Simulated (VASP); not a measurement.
# Sc (P6/mmm) in VASP: a series of runs, part 2 of 2

VASP 6.6.1. The steps go on from the part before.

### 3 Single point, PBEsol

This run uses another cell than the first one, of 24.00 Å³/atom.

Input file INCAR:

```
PREC     = Accurate       # precision mode
ENCUT    = 520            # plane-wave cutoff, eV
EDIFF    = 1E-6           # SCF threshold, eV
ISMEAR   = 0              # smearing method
SIGMA    = 0.1            # smearing width, eV
LREAL    = False          # projectors in reciprocal space
LASPH    = True           # aspherical terms in the spheres
NELM     = 100            # most SCF steps
ALGO     = Normal         # electronic algorithm
ISIF     = 2              # what is computed and relaxed
LWAVE    = False          # write WAVECAR
LCHARG   = True           # write CHGCAR
GGA      = PS             # functional
LELF     = True           # ELF
LVHAR    = True         
NBANDS   = 12             # bands
```

Input file KPOINTS:

```
regular mesh
0
Gamma
  21 21 18
```

Input file POSCAR:

```
Sc
1.0
    3.0930778274      0.0000000000      0.0000000000
   -1.5465389137      2.6786839744      0.0000000000
    0.0000000000      0.0000000000      2.8965959767
Sc
1
Direct
    0.0000000000      0.0000000000      0.0000000000
```

Potentials or basis: VASP PAW PBE potentials, release 64 (Sc_sv).

Run with:

```
cat potpaw_PBE.64/Sc_sv/POTCAR > POTCAR
mpirun -np 1 vasp_std > vasp.out
```

OUTCAR:

```text
PREC = Accurate
   ENCUT = 520
   EDIFF = 1E-6
   ISMEAR = 0
   LREAL = False
   LASPH = True
   NELM = 100
   ISIF = 2
   GGA = PS

 ion  position               nearest neighbor table
   1  0.000  0.000  0.000-

  LATTYP: Found a hexagonal cell.
 ALAT       =     3.0930778274
 C/A-ratio  =     0.9364769134

  Lattice vectors:

 A1 = (   3.0930778274,   0.0000000000,   0.0000000000)
 A2 = (  -1.5465389137,   2.6786839744,   0.0000000000)
 A3 = (   0.0000000000,   0.0000000000,   2.8965959767)

Analysis of symmetry for initial positions (statically):
=====================================================================
 Subroutine PRICEL returns:
 Original cell was already a primitive cell.

 Routine SETGRP: Setting up the symmetry group for a
 hexagonal supercell.

 Subroutine GETGRP returns: Found 24 space group operations
 (whereof 24 operations were pure point group operations)
 out of a pool of 24 trial point group operations.

The static configuration has the point symmetry D_6h.

Analysis of symmetry for dynamics (positions and initial velocities):
=====================================================================
 Subroutine PRICEL returns:
 Original cell was already a primitive cell.

 Routine SETGRP: Setting up the symmetry group for a
 hexagonal supercell.

 Subroutine GETGRP returns: Found 24 space group operations
 (whereof 24 operations were pure point group operations)
 out of a pool of 24 trial point group operations.

The dynamic configuration has the point symmetry D_6h.

 Subroutine INISYM returns: Found 24 space group operations
 (whereof 24 operations are pure point group operations),
 and found     1 'primitive' translations

----------------------------------------------------------------------------------------

                                     Primitive cell

  volume of cell :      23.9994
[... 107 lines left out ...]
     AMIX_MAG =   1.60;   BMIX_MAG =  1.00
  volume/ion in A,a.u.               =      24.00       161.96
  Fermi-wavevector in a.u.,A,eV,Ry     =   1.262231  2.385271 21.677184  1.593228
  Thomas-Fermi vector in A             =   2.395650
   LORBIT       =      0    0 simple, 1 ext, 2 COOP (PROOUT), +10 PAW based schemes
   GGA     = PS    functional components
   LHFCALC =     F    Hartree Fock is set to
   AEXX    =    0.0000 exact exchange contribution
   IVDW    =     0    specifies the selected vdW correction
   LEPSILON=     F    determine dielectric tensor
   LRPA    =     F    only Hartree local field effects (RPA)
 non-spin polarized calculation
 Gauss-broadening in eV      SIGMA  =   0.10
  energy-cutoff  :      520.00
  volume of cell :       24.00
 maximum number of plane-waves:       660
 NGX is ok and might be reduce to    24
   NGX = 11   NGY = 11   NGZ = 11

 number of electron      11.0000001 magnetization

 Free energy of the ion-electron system (eV)
  ---------------------------------------------------
  ext. energy  EPLUGINS =         0.00000000
  ---------------------------------------------------
  free energy    TOTEN  =        -6.18097146 eV

  energy without entropy =       -6.16746503  energy(sigma->0) =       -6.17421825

 E-fermi :   3.7066     XC(G=0): -10.0737

 val. band max:        3.7061882802   @ k =   0.2381  -0.0000   0.0556
 cond. band min:       3.7070347576   @ k =   0.3333   0.0476   0.4444
 fundamental gap:      0.0008464773
 Fermi energy:         3.7066441496

 k-point     1 :       0.0000    0.0000    0.0000
  band No.  band energies     occupation
      1     -45.5385      2.00000
      2     -24.0172      2.00000
      3     -23.9428      2.00000
      4     -23.9428      2.00000
      5      -1.3760      2.00000
      6       3.2832      2.00000
      7       5.3525      0.00000
      8       5.3525      0.00000
      9       7.8599      0.00000
     10       7.8599      0.00000
     11      16.5766      0.00000
     12      16.6463      0.00000
[... 331 lines left out ...]
 k-point    24 :       0.1905    0.0952    0.0000
  band No.  band energies     occupation
      1     -45.4985      2.00000
      2     -24.2014      2.00000
      3     -24.0147      2.00000
      4     -23.9889      2.00000
      5       0.1101      2.00000
      6       3.7200      0.84967
      7       4.2475      0.00000
      8       6.5250      0.00000
      9       7.0174      0.00000
     10       7.6669      0.00000
     11      14.4397      0.00000
     12      15.7553      0.00000

 [... further k-points ...]
[... 5 lines left out ...]
  --------------------------------------------------------------------------------------
  -------------------------------------------------------------------------------------
  Total        0.0026132      0.0026132      0.0035750      0.0000000      0.0000000      0.0000000
  in kB        0.1744561      0.1744561      0.2386660      0.0000000      0.0000000      0.0000000
  external PRESSURE =       0.1958594 kB  Pullay stress =       0.0000000 kB

 VOLUME and BASIS-vectors are now :
 -----------------------------------------------------------------------------
  energy-cutoff  :      520.00
  volume of cell :       24.00
      direct lattice vectors                 reciprocal lattice vectors
     3.093077827  0.000000000  0.000000000     0.323302567  0.186658824  0.000000000
    -1.546538914  2.678683974  0.000000000     0.000000000  0.373317648  0.000000000
     0.000000000  0.000000000  2.896595977     0.000000000  0.000000000  0.345232821

 POSITION                                       TOTAL-FORCE (eV/Angst)
 -----------------------------------------------------------------------------------
      0.00000      0.00000      0.00000         0.000000      0.000000      0.000000
 -----------------------------------------------------------------------------------
    total drift:                                0.000000      0.000000      0.000000

  FREE ENERGIE OF THE ION-ELECTRON SYSTEM (eV)
  ---------------------------------------------------
  free  energy   TOTEN  =        -6.1809714567 eV

  energy  without entropy=       -6.1674650334  energy(sigma->0) =       -6.17421825
```

OSZICAR:

```text
N       E                     dE             d eps       ncg     rms          rms(c)
DAV:   1     0.749810997413E+02    0.74981E+02   -0.51050E+03 11552   0.901E+02
DAV:   2    -0.552595365260E+01   -0.80507E+02   -0.78862E+02 11528   0.284E+02
DAV:   3    -0.697777599135E+01   -0.14518E+01   -0.14244E+01 15008   0.511E+01
DAV:   4    -0.700229511803E+01   -0.24519E-01   -0.24492E-01 13976   0.533E+00
DAV:   5    -0.700269965984E+01   -0.40454E-03   -0.40454E-03 15588   0.666E-01    0.580E+00
DAV:   6    -0.626805004320E+01    0.73465E+00   -0.11191E+00 17524   0.148E+01    0.157E+00
DAV:   7    -0.618728386539E+01    0.80766E-01   -0.22085E-01 18076   0.546E+00    0.575E-01
DAV:   8    -0.618247009129E+01    0.48138E-02   -0.21635E-02 14540   0.215E+00    0.240E-01
DAV:   9    -0.618095935590E+01    0.15107E-02   -0.37065E-03 17956   0.661E-01    0.345E-02
DAV:  10    -0.618097246503E+01   -0.13109E-04   -0.31283E-05 13296   0.618E-02    0.105E-02
DAV:  11    -0.618097137390E+01    0.10911E-05   -0.57139E-06 18224   0.256E-02    0.139E-03
DAV:  12    -0.618097145669E+01   -0.82789E-07   -0.80365E-08  6128   0.403E-03
   1 F= -.61809715E+01 E0= -.61742182E+01  d E =-.135064E-01
```

It took 30 s on 1 thread of Intel Xeon 6975P-C (Granite Rapids), shared host; peak memory 0.24 GiB.

Results:

* Free energy: -6.1810 eV
* Pressure: 0.0 GPa
* Band gap on the k mesh: zero (an odd number of electrons rules out a gap without spin polarisation)

Levels at points of the mesh, in eV from the Fermi level:
```
           k point  band 4  band 5  band 6  band 7  band 8  band 9
(0.00, 0.00, 0.00)  -27.65   -5.08   -0.42    1.65    1.65    4.15
(0.00, 0.00, 0.50)  -27.59   -1.66   -0.36    2.12    2.12    2.58
```

Caveat: the PAW data sets were made with another functional, which shifts forces and pressure a little.

### 4 Relaxation of cell and atoms, PBEsol

Input file INCAR:

```
PREC     = Accurate       # precision mode
ENCUT    = 600            # plane-wave cutoff, eV
EDIFF    = 1E-7           # SCF threshold, eV
ISMEAR   = 0              # smearing method
SIGMA    = 0.1            # smearing width, eV
LREAL    = F              # projectors in reciprocal space
LASPH    = T              # aspherical terms in the spheres
NELM     = 60             # most SCF steps
ALGO     = Fast           # electronic algorithm
ISIF     = 3              # what is computed and relaxed
LWAVE    = F              # write WAVECAR
LCHARG   = F              # write CHGCAR
GGA      = PS             # functional
IBRION   = 2              # ionic algorithm
NSW      = 100            # ionic steps
EDIFFG   = -0.01          # ionic threshold
```

Input file KPOINTS:

```
Automatic mesh
0
Gamma
  21 21 18
```

Input file POSCAR:

```
Sc
1.0
    3.1553832648      0.0000000000      0.0000000000
   -1.5776916324      2.7326420660      0.0000000000
    0.0000000000      0.0000000000      2.9483112381
Sc
1
Direct
    0.0000000000      0.0000000000      0.0000000000
```

Run with:

```
cat potpaw_PBE.64/Sc_sv/POTCAR > POTCAR
mpirun -np 1 vasp_std > vasp.out
```

It took 4.3 min on 1 thread of Intel Xeon 6975P-C (Granite Rapids), shared host; peak memory 0.28 GiB.

Results (log left out):

- Free energy: -6.1816 eV
- Relaxed volume: 24.06 Å³/atom
- Relaxed cell: a = 3.096 Å, b = 3.096 Å, c = 2.899 Å, α = 90.00°, β = 90.00°, γ = 120.00°
- Space group after relaxing (to 0.1 Å): P6/mmm (No. 191)
- Energy gained by relaxing: 10.9 meV/atom
- Ionic steps: 6
- Pressure after relaxing: 0.0 GPa
- Band gap on the k mesh: zero (an odd number of electrons rules out a gap without spin polarisation)

Step by step:
```
step  energy change (eV)  largest force (eV/Å)  pressure (GPa)  volume (Å³)
   1              0.0000                0.0000           -2.38        25.42
   2             -0.0109                0.0000            0.02        24.06
   3             -0.0109                0.0000           -0.01        24.07
   4             -0.0109                0.0000           -0.06        24.10
   5             -0.0109                0.0000           -0.07        24.09
   6             -0.0109                0.0000           -0.03        24.06
```

Final structure:
```yaml
crystal:
  lattice:
    - [3.09586, 0.00000, 0.00000]
    - [-1.54793, 2.68110, 0.00000]
    - [0.00000, 0.00000, 2.89858]
  atoms:
    - { symbol: Sc, position: [0.00000, 0.00000, 0.00000] }
```

Levels at points of the mesh, in eV from the Fermi level:
| k point | band 3 | band 4 | band 5 | band 6 | band 7 | band 8 | band 9 |
| --- | --- | --- | --- | --- | --- | --- | --- |
| (0.00, 0.00, 0.00) | -27.66 | -27.66 | -5.08 | -0.42 | 1.64 | 1.64 | 4.14 |
| (0.00, 0.00, 0.50) | -27.60 | -27.60 | -1.66 | -0.36 | 2.12 | 2.12 | 2.57 |

Caveat: the PAW data sets were made with another functional, which shifts forces and pressure a little.

### 5 The runs side by side

| task | cell | k mesh | cutoff (eV) | gap on the mesh (eV) | pressure (GPa) |
| --- | --- | --- | --- | --- | --- |
| single point | a = 3.155, b = 3.155, c = 2.948 Å, angles 90.0, 90.0, 120.0°, 1 atom | 6 × 6 × 6 | 520 | none | -2.8 |
| single point | a = 3.093, b = 3.093, c = 2.897 Å, angles 90.0, 90.0, 120.0°, 1 atom | 21 × 21 × 18 | 520 | none | 0.0 |
| relaxation of cell and atoms | relaxed from a = 3.155, b = 3.155, c = 2.948 Å, angles 90.0, 90.0, 120.0°, 1 atom | 21 × 21 × 18 | 600 | none | 0.0 |

Alike in all rows: level PBEsol; potentials or basis VASP PAW PBE potentials, release 64 (Sc_sv); no spin polarisation; smearing gaussian 0.1 eV.

Caveats: some runs use coarse meshes; the PAW data sets were made with another functional, which shifts forces and pressure a little.

Total energies depend on the potentials used, so only differences within one code and one set of settings carry meaning.
